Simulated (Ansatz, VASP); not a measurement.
## One calculation of Ni, two programs

```
CELL_PARAMETERS angstrom
2.52705 0.00000 0.00000
-1.26352 2.18849 0.00000
0.00000 0.00000 4.20428
ATOMIC_POSITIONS crystal
Ni 0.33333 0.66667 0.25000
Ni 0.66667 0.33333 0.75000
```

Alike in both runs: task single point; functional PBEsol; k mesh 13 × 13 × 7; occupations fermi-dirac, width 0.1 eV; collinear spin.

```csv
,VASP,Ansatz
version,VASP 6.6.1,Ansatz 0.2.0
potentials or method,"VASP PAW PBE potentials, release 64 (Ni), cutoff 520 eV","plane waves, PAW"
valence electrons in the cell,20,36
```

|  | VASP | Ansatz | Ansatz less VASP |
| --- | --- | --- | --- |
| pressure (GPa) | -18.6 | -18.9 | -0.22 |
| traceless stress, the component that is largest in VASP (GPa) | -1.61 | -1.58 | +0.028 |
| net moment per atom (μB) | 0.64 | 0.65 | +0.011 |
| size of the moment on the site where the two differ most (μB) | 0.65 | 0.68 | +0.035 |

VASP's potentials were made for PBE, not for PBEsol. Site moments also hang on the region over which each program counts them. The functional is the same, so the differences come from potentials, cutoffs and numerics. VASP's potentials hold 20 valence electrons a cell and Ansatz's 36, so a difference there can come from the potentials and not from the codes.
